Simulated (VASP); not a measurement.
# VO2 (P4_2/mnm) in VASP: settings compared

Aim: see how the results for VO2 move with the level of theory and the settings. Levels: LDA, SVWN5. Tasks: single point.

Everything below comes from runs of VASP 6.6.1. Logs are shortened: lines on timing, memory, paths and dates and some standing lists are left out, and cuts for length are marked.

**1. The cell of the first run**

The structure is tetragonal, space group P4_2/mnm (No. 136). Conventional cell: a = 4.596 Å, b = 4.596 Å, c = 3.104 Å, α = 90.00°, β = 90.00°, γ = 90.00°. Within 2.6 Å of V (site symmetry mmm) lie 6 O at 1.95 to 2.03 Å. O (site symmetry m2m) has 3 V at 1.95 to 2.03 Å and 1 O at 2.60 Å within 2.7 Å.

**2. Single point, LDA, collinear spin, ferromagnetic start**

Contents of INCAR:

```
  ALGO = Normal
  EDIFF = 1E-6
  ENCUT = 600
  GGA = CA
  GGA_COMPAT = False
  ISIF = 2
  ISMEAR = -1
  ISPIN = 2
  LASPH = True
  LCHARG = True
  LELF = True
  LMAXMIX = 4
  LORBIT = 11
  LREAL = False
  LVHAR = True
  LWAVE = False
  MAGMOM = 2 2 0 0 0 0
  NBANDS = 38
  NELM = 200
  PREC = Accurate
  SIGMA = 0.05
```

Contents of KPOINTS:

```
k-points
0
Gamma
  6 6 9
```

Contents of POSCAR:

```
VO2
1.0
    4.5956009987      0.0000000000      0.0000000000
    0.0000000000      4.5956009987      0.0000000000
    0.0000000000      0.0000000000      3.1041602572
V O
2 4
Direct
    0.5000000000      0.5000000000      0.5000000000
    0.0000000000      0.0000000000      0.0000000000
    0.2003580000      0.7996420000      0.5000000000
    0.7996420000      0.2003580000      0.5000000000
    0.7003580000      0.7003580000      0.0000000000
    0.2996420000      0.2996420000      0.0000000000
```

Potentials or basis: VASP PAW LDA potentials, release 64 (V_sv, O).

Run with:

```sh
cat potpaw_LDA.64/V_sv/POTCAR potpaw_LDA.64/O/POTCAR > POTCAR
mpirun -np 1 vasp_std > vasp.out
```

OUTCAR:

```text
EDIFF = 1E-6
   ENCUT = 600
   GGA = CA
   ISIF = 2
   ISMEAR = -1
   ISPIN = 2
   LASPH = True
   LORBIT = 11
   LREAL = False
   NELM = 200
   PREC = Accurate

 ion  position               nearest neighbor table
   1  0.500  0.500  0.500-   3 1.95   4 1.95   5 2.03   6 2.03   5 2.03   6 2.03
   2  0.000  0.000  0.000-   5 1.95   6 1.95   3 2.03   4 2.03   3 2.03   4 2.03
   3  0.200  0.800  0.500-   1 1.95   2 2.03   2 2.03
   4  0.800  0.200  0.500-   1 1.95   2 2.03   2 2.03
   5  0.700  0.700  0.000-   2 1.95   1 2.03   1 2.03
   6  0.300  0.300  0.000-   2 1.95   1 2.03   1 2.03

  LATTYP: Found a simple tetragonal cell.
 ALAT       =     4.5956009987
 C/A-ratio  =     0.6754633960

  Lattice vectors:

 A1 = (   4.5956009987,   0.0000000000,   0.0000000000)
 A2 = (   0.0000000000,   4.5956009987,   0.0000000000)
 A3 = (   0.0000000000,   0.0000000000,   3.1041602572)

Analysis of symmetry for initial positions (statically):
=====================================================================
 Subroutine PRICEL returns:
 Original cell was already a primitive cell.

 Routine SETGRP: Setting up the symmetry group for a
 simple tetragonal supercell.

 Subroutine GETGRP returns: Found 16 space group operations
 (whereof  8 operations were pure point group operations)
 out of a pool of 16 trial point group operations.

The static configuration has the point symmetry D_2h.
 The point group associated with its full space group is D_4h.

Analysis of symmetry for dynamics (positions and initial velocities):
=====================================================================
 Subroutine PRICEL returns:
 Original cell was already a primitive cell.

 Routine SETGRP: Setting up the symmetry group for a
 simple tetragonal supercell.

 Subroutine GETGRP returns: Found 16 space group operations
 (whereof  8 operations were pure point group operations)
 out of a pool of 16 trial point group operations.

The dynamic configuration has the point symmetry D_2h.
 The point group associated with its full space group is D_4h.

Analysis of structural, dynamic, and magnetic symmetry:
=====================================================================
 Subroutine PRICEL returns:
 Original cell was already a primitive cell.

 Routine SETGRP: Setting up the symmetry group for a
 simple tetragonal supercell.

 Subroutine GETGRP returns: Found 16 space group operations
[... 143 lines left out ...]
 spin polarized calculation
  energy-cutoff  :      600.00
  volume of cell :       65.56
 maximum number of plane-waves:      2208
 NGX is ok and might be reduce to    40
   NGX = 19   NGY = 19   NGZ = 13

 number of electron      50.0000003 magnetization       1.9997377

 Free energy of the ion-electron system (eV)
  ---------------------------------------------------
  ext. energy  EPLUGINS =         0.00000000
  ---------------------------------------------------
  free energy    TOTEN  =       -56.15744978 eV

  energy without entropy =      -56.11195635  energy(sigma->0) =      -56.13470307

 E-fermi :   4.6681     XC(G=0): -11.8114

 val. band max:        4.6662155074   @ k =   0.1667   0.1667   0.4444
 cond. band min:       4.6729849526   @ k =   0.1667   0.0000   0.4444
 fundamental gap:      0.0067694452
 Fermi energy:         4.6680924402

 spin component 1

 k-point     1 :       0.0000    0.0000    0.0000
  band No.  band energies     occupation
      1     -60.5725      1.00000
      2     -60.5659      1.00000
      3     -34.7810      1.00000
      4     -34.7810      1.00000
      5     -34.7615      1.00000
      6     -34.7450      1.00000
[... 949 lines left out ...]
     36      13.9538      0.00000
     37      16.9875      0.00000

 [... further k-points ...]

 spin component 2

 k-point     1 :       0.0000    0.0000    0.0000
  band No.  band energies     occupation
      1     -59.5415      1.00000
      2     -59.5344      1.00000
      3     -33.8333      1.00000
      4     -33.8333      1.00000
      5     -33.7432      1.00000
      6     -33.7252      1.00000
[... 949 lines left out ...]
     36      14.0480      0.00000
     37      17.2167      0.00000

 [... further k-points ...]

 [bands above 37 left out]

------------------------ aborting loop because EDIFF is reached ----------------------------------------

  FORCE on cell =-STRESS in cart. coord.  units (eV):
  Direction    XX          YY          ZZ          XY          YZ          ZX
  --------------------------------------------------------------------------------------
  -------------------------------------------------------------------------------------
  Total      -10.3237747    -10.3237747    -17.9990356      0.0000000      0.0000000      0.0000000
  in kB     -252.3017921   -252.3017921   -439.8767959      0.0000000      0.0000000      0.0000000
  external PRESSURE =    -314.8267934 kB  Pullay stress =       0.0000000 kB

 VOLUME and BASIS-vectors are now :
 -----------------------------------------------------------------------------
  energy-cutoff  :      600.00
  volume of cell :       65.56
      direct lattice vectors                 reciprocal lattice vectors
     4.595600999  0.000000000  0.000000000     0.217599396  0.000000000  0.000000000
     0.000000000  4.595600999  0.000000000     0.000000000  0.217599396  0.000000000
     0.000000000  0.000000000  3.104160257     0.000000000  0.000000000  0.322148316

 POSITION                                       TOTAL-FORCE (eV/Angst)
 -----------------------------------------------------------------------------------
      2.29780      2.29780      1.55208         0.000000      0.000000      0.000000
      0.00000      0.00000      0.00000         0.000000      0.000000      0.000000
      0.92077      3.67484      1.55208        -0.239707      0.239707      0.000000
      3.67484      0.92077      1.55208         0.239707     -0.239707      0.000000
      3.21857      3.21857      0.00000        -0.239707     -0.239707      0.000000
      1.37704      1.37704      0.00000         0.239707      0.239707      0.000000
 -----------------------------------------------------------------------------------
    total drift:                                0.000000     -0.000000     -0.000000

  FREE ENERGIE OF THE ION-ELECTRON SYSTEM (eV)
  ---------------------------------------------------
  free  energy   TOTEN  =       -56.1574497849 eV

  energy  without entropy=      -56.1119563524  energy(sigma->0) =      -56.13470307

 total charge

# of ion       s       p       d       tot
------------------------------------------
    1        2.253   6.265   2.789  11.307
    2        2.253   6.265   2.789  11.307
    3        1.553   3.398   0.000   4.950
    4        1.553   3.398   0.000   4.950
    5        1.553   3.398   0.000   4.950
    6        1.553   3.398   0.000   4.950
--------------------------------------------------
tot         10.717  26.119   5.578  42.415

 magnetization (x)

# of ion       s       p       d       tot
------------------------------------------
    1        0.012   0.008   1.033   1.053
    2        0.012   0.008   1.033   1.053
    3       -0.002  -0.056   0.000  -0.058
    4       -0.002  -0.056   0.000  -0.058
    5       -0.002  -0.056   0.000  -0.058
    6       -0.002  -0.056   0.000  -0.058
--------------------------------------------------
tot          0.017  -0.208   2.065   1.874
```

OSZICAR:

```text
N       E                     dE             d eps       ncg     rms          rms(c)
DAV:   1     0.644066781764E+03    0.64407E+03   -0.29280E+04  7600   0.157E+03
DAV:   2    -0.204927219895E+02   -0.66456E+03   -0.62106E+03  8020   0.473E+02
DAV:   3    -0.725659581692E+02   -0.52073E+02   -0.51189E+02  8610   0.141E+02
DAV:   4    -0.733498924704E+02   -0.78393E+00   -0.78255E+00  8562   0.184E+01
DAV:   5    -0.733566898477E+02   -0.67974E-02   -0.67962E-02  8462   0.182E+00    0.411E+01
DAV:   6    -0.630891357924E+02    0.10268E+02   -0.61069E+01  8874   0.716E+01    0.348E+01
DAV:   7    -0.599143552866E+02    0.31748E+01   -0.67716E+01  7856   0.722E+01    0.206E+01
DAV:   8    -0.574482593818E+02    0.24661E+01   -0.46883E+00  7976   0.158E+01    0.106E+01
DAV:   9    -0.561864403789E+02    0.12618E+01   -0.11744E+00  9866   0.114E+01    0.193E+00
DAV:  10    -0.561753557111E+02    0.11085E-01   -0.16252E-01  8434   0.253E+00    0.197E+00
DAV:  11    -0.561829235358E+02   -0.75678E-02   -0.72480E-02  8560   0.268E+00    0.160E+00
DAV:  12    -0.561591543514E+02    0.23769E-01   -0.20185E-02  9426   0.163E+00    0.414E-01
DAV:  13    -0.561577333092E+02    0.14210E-02   -0.38957E-03  9120   0.459E-01    0.161E-01
DAV:  14    -0.561576198213E+02    0.11349E-03   -0.22554E-04  8426   0.116E-01    0.132E-01
DAV:  15    -0.561574695831E+02    0.15024E-03   -0.13183E-04  8254   0.130E-01    0.499E-02
DAV:  16    -0.561574522767E+02    0.17306E-04   -0.14783E-04  8554   0.807E-02    0.264E-02
DAV:  17    -0.561574505162E+02    0.17605E-05   -0.52036E-06  7182   0.188E-02    0.158E-02
DAV:  18    -0.561574497849E+02    0.73129E-06   -0.14236E-06  5236   0.886E-03
   1 F= -.56157450E+02 E0= -.56134703E+02  d E =-.454934E-01  mag=     1.9999
```

stdout:

```text
POSCAR found type information on POSCAR V O
 POSCAR found :  2 types and       6 ions
 scaLAPACK will be used
 LDA part: xc-table for (Slater(with rela. corr.)+CA(PZ))
 , standard interpolation
 POSCAR, INCAR and KPOINTS ok, starting setup
 FFT: planning ... GRIDC
 FFT: planning ... GRID_SOFT
 FFT: planning ... GRID
 WAVECAR not read
 entering main loop
```

Run time: 5.7 min. Hardware: 1 thread of Intel Xeon Platinum 8259CL at 2.50GHz (Skylake/Cascade Lake), shared host; peak memory 0.32 GiB.

What came out:

| Property | Result |
| --- | --- |
| Free energy | -56.1574 eV |
| Pressure | -31.5 GPa |
| Largest force | 0.339 eV/Å |
| Band gap on the k mesh | zero (filled and empty bands overlap) |
| Net moment | 2.00 μB per cell |
| Site moments | V +1.05; O -0.06 μB |
| Valence electrons inside the program's atomic spheres | V 11.31; O 4.95 |

Forces in eV/Å, atoms in the order of the input:
```
V    0.000  0.000  0.000
V    0.000  0.000  0.000
O   -0.240  0.240  0.000
O    0.240 -0.240  0.000
O   -0.240 -0.240  0.000
O    0.240  0.240  0.000
```

Caveat: the stress differs along the axes, from -44 to -25 GPa; semilocal functionals often make such compounds metallic where correlation or magnetic order opens a gap, which also shifts bond lengths.

**3. Single point, SVWN5, collinear spin, ferromagnetic start**

This run uses another cell than the first one, of 10.10 Å³/atom.

Contents of INCAR:

```
ALGO = Normal
EDIFF = 1E-6
ENCUT = 600
GGA = VW
GGA_COMPAT = F
ISIF = 2
ISMEAR = -1
ISPIN = 2
LASPH = T
LCHARG = F
LMAXMIX = 4
LORBIT = 11
LREAL = F
LWAVE = F
MAGMOM = 2 2 0 0 0 0
NBANDS = 38
NELM = 200
PREC = Accurate
SIGMA = 0.05
```

KPOINTS is that of step 2.

Changes to POSCAR since step 2:

```diff
@@ -2,5 +2,5 @@
 1.0
-    4.5956009987      0.0000000000      0.0000000000
-    0.0000000000      4.5956009987      0.0000000000
-    0.0000000000      0.0000000000      3.1041602572
+    4.4769514558      0.0000000000      0.0000000000
+    0.0000000000      4.4769514558      0.0000000000
+    0.0000000000      0.0000000000      3.0240168340
 V O
```

Potentials or basis: VASP PAW PBE potentials, release 64 (V_sv, O).

Run with:

```sh
cat potpaw_PBE.64/V_sv/POTCAR potpaw_PBE.64/O/POTCAR > POTCAR
mpirun -np 1 vasp_std > vasp.out
```

Run time: 1.9 min. Hardware: 1 thread of AMD EPYC 9R45 (Zen 5), shared host; peak memory 0.27 GiB.

It converged, with:

```
Free energy                                           : -17.8167 eV
Pressure                                              : -18.7 GPa
Largest force                                         : 0.316 eV/Å
Band gap on the k mesh                                : zero (filled and empty bands overlap)
Net moment                                            : 2.00 μB per cell
Site moments                                          : V +1.01; O -0.04 μB
Valence electrons inside the program's atomic spheres : V 11.48; O 4.99
```

Forces on the atoms (eV/Å):
```
V    0.000  0.000  0.000
V    0.000  0.000  0.000
O   -0.223  0.223  0.000
O    0.223 -0.223  0.000
O   -0.223 -0.223  0.000
O    0.223  0.223  0.000
```

Stress tensor (GPa, compression positive):
```
-11.62   0.00   0.00
  0.00 -11.62   0.00
  0.00   0.00 -32.81
```

Levels at points of the mesh, in eV from the Fermi level:
Spin up:
| k point | band 24 | band 25 | band 26 | band 27 | band 28 | band 29 |
| --- | --- | --- | --- | --- | --- | --- |
| (0.00, 0.00, 0.00) | -1.22 | -0.79 | -0.51 | -0.39 | -0.37 | -0.37 |
| (0.50, 0.00, 0.00) | -2.01 | -0.13 | -0.13 | 0.39 | 0.39 | 0.90 |
| (0.50, 0.50, 0.00) | -2.57 | -0.73 | -0.73 | -0.34 | -0.34 | 1.31 |
Spin down:
```csv
k point,band 22,band 23,band 24,band 25,band 26,band 27
"(0.00, 0.00, 0.00)",-1.77,-1.77,-1.28,0.21,0.37,0.49
"(0.50, 0.00, 0.00)",-3.40,-2.05,-2.05,0.80,0.80,1.25
"(0.50, 0.50, 0.00)",-2.97,-2.56,-2.56,0.22,0.22,0.59
```

Caveat: the stress differs along the axes, from -33 to -12 GPa; the PAW data sets were made with another functional, which shifts forces and pressure a little; semilocal functionals often make such compounds metallic where correlation or magnetic order opens a gap, which also shifts bond lengths.
